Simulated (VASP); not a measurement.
# Be12Al in VASP: single point with PBE

Aim: the single point of Be12Al with PBE.

Program: VASP 6.6.1. These are calculated values, not measurements. Logs are shortened: lines on timing, memory, paths and dates and some standing lists are left out, and cuts for length are marked.

## (1) The cell of the first run

The cell holds a slab with vacuum, 13 atoms: a = 4.580 Å, b = 4.580 Å, c = 16.588 Å, α = 90.00°, β = 90.00°, γ = 60.00°.

## (2) Single point, PBE

File INCAR:

```
SYSTEM = Be12Al
PREC = Accurate ; ENCUT = 520
EDIFF = 1E-6 ; ISMEAR = -1
SIGMA = 0.05 ; LREAL = .False.
LASPH = .True. ; NELM = 80
ALGO = Normal ; ISIF = 2
LWAVE = .False. ; LCHARG = .False.
GGA = PE ; NBANDS = 26
```

File KPOINTS:

```
Automatic mesh
0
Gamma
  3 3 1
  0 0 0
```

File POSCAR:

```
Be12Al
1.0
    4.5800000000      0.0000000000      0.0000000000
    2.2900000000      3.9663960000      0.0000000000
    0.0000000000      0.0000000000     16.5884300000
Be Al
12 1
Direct
    0.0000000000      0.0000000000      0.0602830000
    0.5000000000      0.0000000000      0.0602830000
    0.0000000000      0.5000000000      0.0602830000
    0.5000000000      0.5000000000      0.0602830000
   -0.1665784821      0.3325405919      0.1684140004
    0.3334250189      0.3332177673      0.1684848675
   -0.1666003053      0.8334092826      0.1685280191
    0.3331664956      0.8333124513      0.1685704078
    0.0007300225     -0.0015301899      0.2763743845
    0.5000524761      0.0000944692      0.2812243294
    0.0002151622      0.5000199032      0.2755870093
    0.4992454465      0.5002423973      0.2759357307
    0.1674556441      0.6533390197      0.4112685953
```

Potentials or basis: VASP PAW PBE potentials, release 64 (Be, Al).

The run is started by

```bash
cat potpaw_PBE.64/Be/POTCAR potpaw_PBE.64/Al/POTCAR > POTCAR
mpirun -np 1 vasp_std > vasp.out
```

OUTCAR:

```text
SYSTEM = Be12Al
   PREC = Accurate
   ENCUT = 520
   EDIFF = 1E-6
   ISMEAR = -1
   LREAL = .False.
   LASPH = .True.
   NELM = 80
   ISIF = 2
   GGA = PE

 ion  position               nearest neighbor table
   1  0.000  0.000  0.060-   5 2.23   7 2.23   8 2.23   3 2.29   3 2.29   4 2.29   4 2.29   2 2.29
                             2 2.29
   2  0.500  0.000  0.060-   6 2.23   7 2.23   8 2.23   4 2.29   3 2.29   4 2.29   3 2.29   1 2.29
                             1 2.29
   3  0.000  0.500  0.060-   6 2.23   5 2.23   7 2.23   1 2.29   1 2.29   2 2.29   2 2.29   4 2.29
                             4 2.29
   4  0.500  0.500  0.060-   5 2.23   6 2.23   8 2.23   2 2.29   1 2.29   2 2.29   1 2.29   3 2.29
                             3 2.29
   5  0.833  0.333  0.168-  11 2.22  12 2.22   1 2.23   9 2.23   4 2.23   3 2.23   7 2.29   8 2.29
                             6 2.29   6 2.29   8 2.29   7 2.29
   6  0.333  0.333  0.168-  11 2.21  12 2.22   2 2.23   4 2.23   3 2.23   5 2.29   7 2.29  10 2.29
                             8 2.29   8 2.29   7 2.29   5 2.29
   7  0.833  0.833  0.169-  11 2.21   9 2.22   1 2.23   2 2.23   3 2.23   5 2.29   8 2.29   6 2.29
                            10 2.29   6 2.29   8 2.29   5 2.29
   8  0.333  0.833  0.169-  12 2.22   9 2.22   1 2.23   4 2.23   2 2.23   5 2.29   7 2.29   6 2.29
                            10 2.29   6 2.29   7 2.29   5 2.29
   9  0.001  0.998  0.276-   8 2.22   7 2.22   5 2.23  12 2.28  11 2.28  10 2.29  10 2.29  11 2.30
                            12 2.30  13 2.62
  10  0.500  0.000  0.281-   7 2.29   6 2.29   8 2.29  12 2.29   9 2.29  11 2.29   9 2.29  11 2.29
                            12 2.29
  11  0.000  0.500  0.276-   7 2.21   6 2.21   5 2.22   9 2.28  12 2.29  10 2.29  10 2.29  12 2.29
                             9 2.30  13 2.59
  12  0.499  0.500  0.276-   8 2.22   6 2.22   5 2.22   9 2.28  11 2.29  10 2.29  10 2.29  11 2.29
                             9 2.30  13 2.60
  13  0.167  0.653  0.411-  11 2.59  12 2.60   9 2.62

  LATTYP: Found a hexagonal cell.
 ALAT       =     4.5799996975
 C/A-ratio  =     3.6219281868

  Lattice vectors:

 A1 = (  -2.2900000000,  -3.9663960000,   0.0000000000)
 A2 = (   4.5800000000,   0.0000000000,   0.0000000000)
 A3 = (   0.0000000000,   0.0000000000,  16.5884300000)

Analysis of symmetry for initial positions (statically):
=====================================================================
 Subroutine PRICEL returns:
 Original cell was already a primitive cell.

 Routine SETGRP: Setting up the symmetry group for a
 hexagonal supercell.
[... 134 lines left out ...]
   EMIN   =  10.00;   EMAX   =-10.00  energy-range for DOS
   EFERMI =   0.00;   METHOD = LEGACY
   ISMEAR =    -1;   SIGMA  =   0.05  broadening in eV -4-tet -1-fermi 0-gaus
   EFERMI_NEDOS =   21; number of points for ismear=-14 and -15
   IALGO  =     38    algorithm
   IMIX   =      4    mixing-type and parameters
     AMIX     =   0.40;   BMIX     =  1.00
     AMIX_MAG =   1.60;   BMIX_MAG =  1.00
  volume/ion in A,a.u.               =      23.18       156.43
  Fermi-wavevector in a.u.,A,eV,Ry     =   0.732555  1.384329  7.301395  0.536637
  Thomas-Fermi vector in A             =   1.825047
   LORBIT       =      0    0 simple, 1 ext, 2 COOP (PROOUT), +10 PAW based schemes
   GGA     = PE    functional components
   LHFCALC =     F    Hartree Fock is set to
   AEXX    =    0.0000 exact exchange contribution
   IVDW    =     0    specifies the selected vdW correction
   LEPSILON=     F    determine dielectric tensor
   LRPA    =     F    only Hartree local field effects (RPA)
 non-spin polarized calculation
  energy-cutoff  :      520.00
  volume of cell :      301.35
 maximum number of plane-waves:      8143
 NGX is ok and might be reduce to    36
   NGX = 17   NGY = 17   NGZ = 61

 number of electron      27.0000000 magnetization

 Free energy of the ion-electron system (eV)
  ---------------------------------------------------
  ext. energy  EPLUGINS =         0.00000000
  ---------------------------------------------------
  free energy    TOTEN  =       -43.94442063 eV

  energy without entropy =      -43.91888558  energy(sigma->0) =      -43.93165310

 E-fermi :  -0.5380     XC(G=0):  -5.4543

 val. band max:       -0.6510580979   @ k =  -0.3333   0.3333   0.0000
 cond. band min:      -0.3347439398   @ k =  -0.3333   0.3333   0.0000
 fundamental gap:      0.3163141581
 Fermi energy:        -0.5379764436

 k-point     1 :       0.0000    0.0000    0.0000
  band No.  band energies     occupation
      1     -10.1121      2.00000
      2      -8.1960      2.00000
      3      -5.8950      2.00000
      4      -3.9187      2.00000
      5      -3.8894      2.00000
      6      -3.8881      2.00000
[... 129 lines left out ...]
     24       5.5333      0.00000
     25       5.6431      0.00000
 [bands above 25 left out]

------------------------ aborting loop because EDIFF is reached ----------------------------------------

  FORCE on cell =-STRESS in cart. coord.  units (eV):
  Direction    XX          YY          ZZ          XY          YZ          ZX
  --------------------------------------------------------------------------------------
  -------------------------------------------------------------------------------------
  Total       -8.2942259     -8.3300872     -0.2167088      0.0073268      0.0257010      0.0108302
  in kB      -44.0980726    -44.2887370     -1.1521798      0.0389547      0.1366448      0.0575812
  external PRESSURE =     -29.8463298 kB  Pullay stress =       0.0000000 kB

 VOLUME and BASIS-vectors are now :
 -----------------------------------------------------------------------------
  energy-cutoff  :      520.00
  volume of cell :      301.35
      direct lattice vectors                 reciprocal lattice vectors
     4.580000000  0.000000000  0.000000000     0.218340611 -0.126059022  0.000000000
     2.290000000  3.966396000  0.000000000     0.000000000  0.252118044  0.000000000
     0.000000000  0.000000000 16.588430000     0.000000000  0.000000000  0.060282980

 POSITION                                       TOTAL-FORCE (eV/Angst)
 -----------------------------------------------------------------------------------
      0.00000      0.00000      1.00000        -0.000192     -0.057446      0.006882
      2.29000      0.00000      1.00000        -0.000708     -0.001494     -0.020308
      1.14500      1.98320      1.00000         0.044699      0.025270      0.003913
      3.43500      1.98320      1.00000        -0.047032      0.026367      0.005396
      4.57859      1.31899      2.79372         0.003079      0.008278      0.003136
      2.29016      1.32167      2.79490        -0.000178      0.005983      0.005650
      5.72548      3.30563      2.79562         0.003625     -0.005013      0.007788
      3.43419      3.30525      2.79632        -0.003318     -0.004557      0.008734
      2.28984      3.96033      4.58462        -0.000852     -0.003072      0.008950
      2.29046      0.00037      4.66507        -0.002445     -0.002503      0.025951
      1.14603      1.98328      4.57156         0.007858      0.003031      0.011908
      3.43210      1.98416      4.57734        -0.006873      0.001500      0.012020
      2.26309      2.59140      6.82230         0.002337      0.003656     -0.080018
 -----------------------------------------------------------------------------------
    total drift:                               -0.000002     -0.000002      0.000026

  FREE ENERGIE OF THE ION-ELECTRON SYSTEM (eV)
  ---------------------------------------------------
  free  energy   TOTEN  =       -43.9444206280 eV

  energy  without entropy=      -43.9188855777  energy(sigma->0) =      -43.93165310
```

stdout:

```text
POSCAR found type information on POSCAR BeAl
 POSCAR found :  2 types and      13 ions
 scaLAPACK will be used
 LDA part: xc-table for (Slater+PW92), standard interpolation
 POSCAR, INCAR and KPOINTS ok, starting setup
 FFT: planning ... GRIDC
 FFT: planning ... GRID_SOFT
 FFT: planning ... GRID
 WAVECAR not read
 entering main loop
```

Run time: 74 s. Hardware: 1 thread of AMD EPYC 7R13 (Zen 3), shared host; peak memory 0.36 GiB.

What came out:

- Free energy: -43.9444 eV
- Largest force: 0.080 eV/Å

Forces in eV/Å, atoms in the order of the input:
```
Be   0.000 -0.057  0.007
Be  -0.001 -0.001 -0.020
Be   0.045  0.025  0.004
Be  -0.047  0.026  0.005
Be   0.003  0.008  0.003
Be   0.000  0.006  0.006
Be   0.004 -0.005  0.008
Be  -0.003 -0.005  0.009
Be  -0.001 -0.003  0.009
Be  -0.002 -0.003  0.026
Be   0.008  0.003  0.012
Be  -0.007  0.002  0.012
Al   0.002  0.004 -0.080
```

Levels at points of the mesh, in eV from the Fermi level:
| k point | band 10 | band 11 | band 12 | band 13 | band 14 | band 15 | band 16 | band 17 | band 18 | band 19 |
| --- | --- | --- | --- | --- | --- | --- | --- | --- | --- | --- |
| (0.00, 0.00, 0.00) | -2.05 | -1.76 | -1.76 | -1.75 | -0.99 | 2.05 | 2.13 | 2.36 | 3.16 | 3.17 |

Caveat: the k points lie up to 0.53 Å⁻¹ apart.
